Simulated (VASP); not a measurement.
A run of VASP 6.6.1 is set up as follows.

The input INCAR:

```
SYSTEM = MnHg
ALGO = Normal
EDIFF = 1E-6
ENCUT = 520
GGA = PE
ISIF = 2
ISMEAR = -1
LASPH = .TRUE.
LCHARG = .FALSE.
LREAL = .FALSE.
LWAVE = .FALSE.
NBANDS = 20
NELM = 80
PREC = Accurate
SIGMA = 0.1
```

KPOINTS

```
k-points
0
G
  10 10 10
  0 0 0
```

POSCAR

```
MnHg
1.0
    3.3693539228      0.0000000000      0.0000000000
    0.0000000000      3.3693539228      0.0000000000
    0.0000000000      0.0000000000      3.3693539228
Mn Hg
1 1
Direct
    0.5000000000      0.5000000000      0.5000000000
    0.0000000000      0.0000000000      0.0000000000
```

Potentials or basis: VASP PAW PBE potentials, release 64 (Mn_pv, Hg).

Run with:

```bash
$ cat potpaw_PBE.64/Mn_pv/POTCAR potpaw_PBE.64/Hg/POTCAR > POTCAR
$ mpirun -np 1 vasp_std > vasp.out
```

Task: Estimate the pressure.

Result: -16.2 GPa.

Task: What does it give for the band gap on the k mesh?

Result: Zero (an odd number of electrons rules out a gap without spin polarisation).

Caveat: the cell stands under tension; spin-orbit coupling is left out, which moves the levels of the heavy elements; the run has no spin polarisation, though such a crystal can be magnetic. Spin polarisation is off, so any magnetic state and its effect on volume and gap are missing.
